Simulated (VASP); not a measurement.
# Ga2SnO4 (I-42m) in VASP: single point with PBE

Aim: the single point of Ga2SnO4 with PBE.

Program: VASP 6.6.1. These are calculated values, not measurements. Logs are shortened: lines on timing, memory, paths and dates and some standing lists are left out, and cuts for length are marked.

## (1) The cell of the first run

It takes space group I-42m (No. 121, tetragonal). The conventional cell has a = 4.431 Å, b = 4.431 Å, c = 11.338 Å, α = 90.00°, β = 90.00°, γ = 90.00°. Within 2.5 Å of Ga (site symmetry -4) lie 4 O at 1.89 Å. Sn (site symmetry -42m) has 4 O at 2.35 Å within 3.1 Å. O (site symmetry m) has 2 Ga at 1.89 Å and 1 Sn at 2.35 Å within 2.5 Å.

The cell was built from a structure type or drawn by symmetry, and may not be a known phase.

## (2) Single point, PBE

The input, INCAR:

```
SYSTEM = Ga2SnO4
  ALGO = Normal
  EDIFF = 1E-7
  ENCUT = 520
  GGA = PE
  ISIF = 2
  ISMEAR = 0
  LASPH = .True.
  LCHARG = .True.
  LELF = .True.
  LREAL = .False.
  LVHAR = .True.
  LWAVE = .False.
  NBANDS = 41
  NELM = 60
  PREC = Accurate
  SIGMA = 0.02
```

The input, KPOINTS:

```
k-points
0
Gamma
  10 10 10
  0 0 0
```

The input, POSCAR:

```
Ga2SnO4
1.0
   -2.2157278204      2.2157278204      5.6691113917
    2.2157278204     -2.2157278204      5.6691113917
    2.2157278204      2.2157278204     -5.6691113917
Ga Sn O
2 1 4
Direct
    0.2500000000      0.7500000000      0.5000000000
    0.7500000000      0.2500000000      0.5000000000
    0.5000000000      0.5000000000      0.0000000000
    0.5874501431      0.0985572165      0.0000000000
    0.4125498569      0.4125498569      0.5111070734
    0.9014427835      0.9014427835      0.4888929266
    0.0985572165      0.5874501431      0.0000000000
```

Potentials or basis: VASP PAW PBE potentials, release 64 (Ga_d, Sn_d, O).

On the command line:

```
> cat potpaw_PBE.64/Ga_d/POTCAR potpaw_PBE.64/Sn_d/POTCAR potpaw_PBE.64/O/POTCAR > POTCAR
> mpirun -np 1 vasp_std > vasp.out
```

OUTCAR:

```text
SYSTEM = Ga2SnO4
   EDIFF = 1E-7
   ENCUT = 520
   GGA = PE
   ISIF = 2
   ISMEAR = 0
   LASPH = .True.
   LREAL = .False.
   NELM = 60
   PREC = Accurate

 ion  position               nearest neighbor table
   1  0.250  0.750  0.500-   4 1.89   5 1.89   6 1.89   7 1.89
   2  0.750  0.250  0.500-   5 1.89   6 1.89   7 1.89   4 1.89
   3  0.500  0.500  0.000-   4 2.35   5 2.35   6 2.35   7 2.35
   4  0.587  0.099  0.000-   1 1.89   2 1.89   3 2.35
   5  0.413  0.413  0.511-   1 1.89   2 1.89   3 2.35
   6  0.901  0.901  0.489-   1 1.89   2 1.89   3 2.35
   7  0.099  0.587  0.000-   2 1.89   1 1.89   3 2.35

  LATTYP: Found a body centered tetragonal cell.
 ALAT       =     4.4314556408
 C/A-ratio  =     2.5585775200

  Lattice vectors:

 A1 = (  -2.2157278204,   2.2157278204,   5.6691113917)
 A2 = (   2.2157278204,  -2.2157278204,   5.6691113917)
 A3 = (   2.2157278204,   2.2157278204,  -5.6691113917)

Analysis of symmetry for initial positions (statically):
=====================================================================
 Subroutine PRICEL returns:
 Original cell was already a primitive cell.

 Routine SETGRP: Setting up the symmetry group for a
 body centered tetragonal supercell.

 Subroutine GETGRP returns: Found  8 space group operations
 (whereof  8 operations were pure point group operations)
 out of a pool of 16 trial point group operations.

The static configuration has the point symmetry D_2d.

Analysis of symmetry for dynamics (positions and initial velocities):
=====================================================================
 Subroutine PRICEL returns:
 Original cell was already a primitive cell.

 Routine SETGRP: Setting up the symmetry group for a
 body centered tetragonal supercell.

 Subroutine GETGRP returns: Found  8 space group operations
 (whereof  8 operations were pure point group operations)
 out of a pool of 16 trial point group operations.

The dynamic configuration has the point symmetry D_2d.

 Subroutine INISYM returns: Found  8 space group operations
 (whereof  8 operations are pure point group operations),
 and found     1 'primitive' translations

----------------------------------------------------------------------------------------

                                     Primitive cell

  volume of cell :     111.3289

  direct lattice vectors                    reciprocal lattice vectors
    -2.215727820  2.215727820  5.669111392     0.000000000  0.225659486  0.088197244
     2.215727820 -2.215727820  5.669111392     0.225659486  0.000000000  0.088197244
     2.215727820  2.215727820 -5.669111392     0.225659486  0.225659486  0.000000000

  length of vectors
     6.477478176  6.477478176  6.477478176     0.242282804  0.242282804  0.319130705

  position of ions in fractional coordinates (direct lattice)
     0.250000000  0.750000000  0.500000000
     0.750000000  0.250000000  0.500000000
     0.500000000  0.500000000  0.000000000
     0.587450143  0.098557216  0.000000000
     0.412549857  0.412549857  0.511107073
     0.901442784  0.901442784  0.488892927
     0.098557216  0.587450143  0.000000000

  ion indices of the primitive-cell ions
   primitive index   ion index
                 1           1
                 2           2
                 3           3
                 4           4
                 5           5
                 6           6
                 7           7

----------------------------------------------------------------------------------------

 KPOINTS: k-points

Automatic generation of k-mesh.
 Grid dimensions read from file:
 generate k-points for:   10   10   10

 Generating k-lattice:

  Cartesian coordinates                     Fractional coordinates (reciprocal lattice)
     0.000000000  0.022565949  0.008819724     0.100000000 -0.000000000  0.000000000
     0.022565949  0.000000000  0.008819724    -0.000000000  0.100000000  0.000000000
     0.022565949  0.022565949  0.000000000     0.000000000  0.000000000  0.100000000

  Length of vectors
     0.024228280  0.024228280  0.031913070

  Shift w.r.t. Gamma in fractional coordinates (k-lattice)
     0.000000000  0.000000000  0.000000000

 Subroutine IBZKPT returns following result:
 ===========================================

 Found    102 irreducible k-points:

 Following reciprocal coordinates:
            Coordinates               Weight
  0.000000  0.000000  0.000000      1.000000
  0.100000  0.000000 -0.000000      8.000000
  0.200000  0.000000 -0.000000      8.000000
  0.300000  0.000000 -0.000000      8.000000
  0.400000  0.000000  0.000000      8.000000
  0.500000  0.000000 -0.000000      4.000000
[... 16 lines left out ...]
  0.300000  0.300000 -0.000000      8.000000
  0.400000  0.300000 -0.000000     16.000000
 [... further k-points ...]
   k-points           NKPTS =    102   k-points in BZ     NKDIM =    102   number of bands    NBANDS=     41
   number of dos      NEDOS =    301   number of ions     NIONS =      7
   total plane-waves  NPLWV = 110592
   dimension x,y,z NGX =    48 NGY =   48 NGZ =   48
   dimension x,y,z NGXF=    96 NGYF=   96 NGZF=   96
   ions per type =               2   1   4
   NGX,Y,Z   is equivalent  to a cutoff of  12.32, 12.32, 12.32 a.u.
   NGXF,Y,Z  is equivalent  to a cutoff of  24.64, 24.64, 24.64 a.u.
 SYSTEM =  Ga2SnO4
   PREC   = accura    normal or accurate (medium, high low for compatibility)
   ISTART =      0    job   : 0-new  1-cont  2-samecut
   ICHARG =      2    charge: 1-file 2-atom 10-const
   ISPIN  =      1    spin polarized calculation?
   LNONCOLLINEAR =      F non collinear calculations
   LSORBIT =      F    spin-orbit coupling
   LASPH  =      T    aspherical Exc in radial PAW
   ENCUT  =  520.0 eV  38.22 Ry    6.18 a.u.  12.04 12.04 12.04*2*pi/ulx,y,z
   NELM   =     60;   NELMIN=  2; NELMDL= -5     # of ELM steps
   EDIFF  = 0.1E-06   stopping-criterion for ELM
   LREAL  =      F    real-space projection
   EDIFFG = 0.1E-05   stopping-criterion for IOM
   NSW    =      0    number of steps for IOM
   IBRION =     -1    ionic relax: 0-MD 1-quasi-New 2-CG
   NFREE  =      0    steps in history (QN), initial steepest desc. (CG)
   ISIF   =      2    stress and relaxation
   ISYM   =      2    0-nonsym 1-usesym 2-fastsym
   POTIM  = 0.5000    time-step for ionic-motion
   TEBEG  =    0.0;   TEEND  =   0.0 temperature during run
   PSTRESS=    0.0 pullay stress
   NELECT =      64.0000    total number of electrons
   NUPDOWN=      -1.0000    fix difference up-down
   EMIN   =  10.00;   EMAX   =-10.00  energy-range for DOS
   EFERMI =   0.00;   METHOD = LEGACY
   ISMEAR =     0;   SIGMA  =   0.02  broadening in eV -4-tet -1-fermi 0-gaus
   EFERMI_NEDOS =   21; number of points for ismear=-14 and -15
   IALGO  =     38    algorithm
   IMIX   =      4    mixing-type and parameters
     AMIX     =   0.40;   BMIX     =  1.00
     AMIX_MAG =   1.60;   BMIX_MAG =  1.00
  volume/ion in A,a.u.               =      15.90       107.33
  Fermi-wavevector in a.u.,A,eV,Ry     =   1.361232  2.572356 25.210958  1.852953
  Thomas-Fermi vector in A             =   2.487826
   LORBIT       =      0    0 simple, 1 ext, 2 COOP (PROOUT), +10 PAW based schemes
   GGA     = PE    functional components
   LHFCALC =     F    Hartree Fock is set to
   AEXX    =    0.0000 exact exchange contribution
   IVDW    =     0    specifies the selected vdW correction
   LEPSILON=     F    determine dielectric tensor
   LRPA    =     F    only Hartree local field effects (RPA)
 non-spin polarized calculation
 Gauss-broadening in eV      SIGMA  =   0.02
  energy-cutoff  :      520.00
  volume of cell :      111.33
 maximum number of plane-waves:      3037
   NGX = 25   NGY = 25   NGZ = 25

 number of electron      64.0000017 magnetization

 Free energy of the ion-electron system (eV)
  ---------------------------------------------------
  ext. energy  EPLUGINS =         0.00000000
  ---------------------------------------------------
  free energy    TOTEN  =       -39.95989686 eV

  energy without entropy =      -39.95989686  energy(sigma->0) =      -39.95989686

 E-fermi :   3.5979     XC(G=0):  -9.6015

 val. band max:        3.4429252118   @ k =   0.5000   0.5000   0.5000
 cond. band min:       4.9036192189   @ k =   0.5000   0.5000   0.5000
 fundamental gap:      1.4606940071
 Fermi energy:         3.5979181020

 k-point     1 :       0.0000    0.0000    0.0000
  band No.  band energies     occupation
      1     -17.6903      2.00000
      2     -17.6870      2.00000
      3     -17.6289      2.00000
      4     -17.6289      2.00000
      5     -17.5609      2.00000
      6     -15.5081      2.00000
[... 33 lines left out ...]
     40      11.3759      0.00000
     41      11.5192      0.00000

 k-point     2 :       0.1000    0.0000   -0.0000
  band No.  band energies     occupation
      1     -17.6907      2.00000
      2     -17.6865      2.00000
      3     -17.6297      2.00000
      4     -17.6290      2.00000
      5     -17.5602      2.00000
      6     -15.4840      2.00000
[... 33 lines left out ...]
     40      11.4463      0.00000
     41      11.5217      0.00000

 k-point     3 :       0.2000    0.0000   -0.0000
  band No.  band energies     occupation
      1     -17.6914      2.00000
      2     -17.6851      2.00000
      3     -17.6320      2.00000
      4     -17.6293      2.00000
      5     -17.5583      2.00000
      6     -15.4145      2.00000
[... 33 lines left out ...]
     40      11.4160      0.00000
     41      11.6738      0.00000

 k-point     4 :       0.3000    0.0000   -0.0000
  band No.  band energies     occupation
      1     -17.6924      2.00000
      2     -17.6834      2.00000
      3     -17.6348      2.00000
      4     -17.6296      2.00000
      5     -17.5560      2.00000
      6     -15.3071      2.00000
[... 825 lines left out ...]
     40      11.5952      0.00000
     41      12.7172      0.00000

 k-point    23 :       0.3000    0.3000   -0.0000
  band No.  band energies     occupation
      1     -17.6946      2.00000
      2     -17.6796      2.00000
      3     -17.6357      2.00000
      4     -17.6338      2.00000
      5     -17.5527      2.00000
      6     -15.1410      2.00000
[... 33 lines left out ...]
     40      11.8187      0.00000
     41      11.9384      0.00000

 k-point    24 :       0.4000    0.3000   -0.0000
  band No.  band energies     occupation
      1     -17.6952      2.00000
      2     -17.6781      2.00000
      3     -17.6374      2.00000
      4     -17.6342      2.00000
      5     -17.5521      2.00000
      6     -15.0418      2.00000
[... 33 lines left out ...]
     40      11.6426      0.00000
     41      11.7882      0.00000

 [... further k-points ...]

------------------------ aborting loop because EDIFF is reached ----------------------------------------

  FORCE on cell =-STRESS in cart. coord.  units (eV):
  Direction    XX          YY          ZZ          XY          YZ          ZX
  --------------------------------------------------------------------------------------
  -------------------------------------------------------------------------------------
  Total        0.2001327      0.2001327      0.1976608      0.0000000      0.0000000      0.0000000
  in kB        2.8801881      2.8801881      2.8446144      0.0000000      0.0000000      0.0000000
  external PRESSURE =       2.8683302 kB  Pullay stress =       0.0000000 kB

 VOLUME and BASIS-vectors are now :
 -----------------------------------------------------------------------------
  energy-cutoff  :      520.00
  volume of cell :      111.33
      direct lattice vectors                 reciprocal lattice vectors
    -2.215727820  2.215727820  5.669111392     0.000000000  0.225659486  0.088197244
     2.215727820 -2.215727820  5.669111392     0.225659486  0.000000000  0.088197244
     2.215727820  2.215727820 -5.669111392     0.225659486  0.225659486  0.000000000

 POSITION                                       TOTAL-FORCE (eV/Angst)
 -----------------------------------------------------------------------------------
      2.21573     -0.00000      2.83456        -0.000000     -0.000000     -0.000000
     -0.00000      2.21573      2.83456        -0.000000     -0.000000     -0.000000
      0.00000      0.00000      5.66911        -0.000000     -0.000000     -0.000000
     -1.08325      1.08325      3.88905        -0.000448      0.000448      0.043453
      1.13247      1.13247      1.78006        -0.000448     -0.000448     -0.043453
      1.08325      1.08325      7.44917         0.000448      0.000448     -0.043453
      1.08325     -1.08325      3.88905         0.000448     -0.000448      0.043453
 -----------------------------------------------------------------------------------
    total drift:                               -0.000005     -0.000005      0.000003

  FREE ENERGIE OF THE ION-ELECTRON SYSTEM (eV)
  ---------------------------------------------------
  free  energy   TOTEN  =       -39.9598968627 eV

  energy  without entropy=      -39.9598968627  energy(sigma->0) =      -39.95989686
```

Wall time 25 min (1 thread of Oxide Virtual Turin-like, shared host); peak memory 0.56 GiB.

Results:

| Quantity | Value |
| --- | --- |
| Free energy | -39.9599 eV |
| Pressure | 0.3 GPa |
| Largest force | 0.043 eV/Å |
| Band gap on the k mesh | 1.46 eV |

Forces in eV/Å, atoms in the order of the input:
```
Ga   0.000  0.000  0.000
Ga   0.000  0.000  0.000
Sn   0.000  0.000  0.000
O    0.000  0.000  0.043
O    0.000  0.000 -0.043
O    0.000  0.000 -0.043
O    0.000  0.000  0.043
```

Levels at points of the mesh, in eV from the valence-band top:
```
           k point  band 28  band 29  band 30  band 31  band 32  band 33  band 34  band 35  band 36  band 37
(0.00, 0.00, 0.00)    -3.37    -2.50    -1.72    -1.60    -1.60     3.55     3.71     3.95     3.95     6.25
(0.50, 0.00, 0.00)    -2.63    -2.38    -2.03    -2.00    -0.35     2.06     3.93     4.52     4.87     6.38
(0.50, 0.50, 0.00)    -2.99    -2.68    -1.52    -1.51    -0.35     1.83     2.67     4.81     5.29     5.60
(0.50, 0.50, 0.50)    -3.17    -2.80    -1.68    -1.68     0.00     1.46     2.87     2.87     4.75     6.69
```

Caveat: spin-orbit coupling is left out, which moves the levels of the heavy elements. A k mesh can miss the band edges.
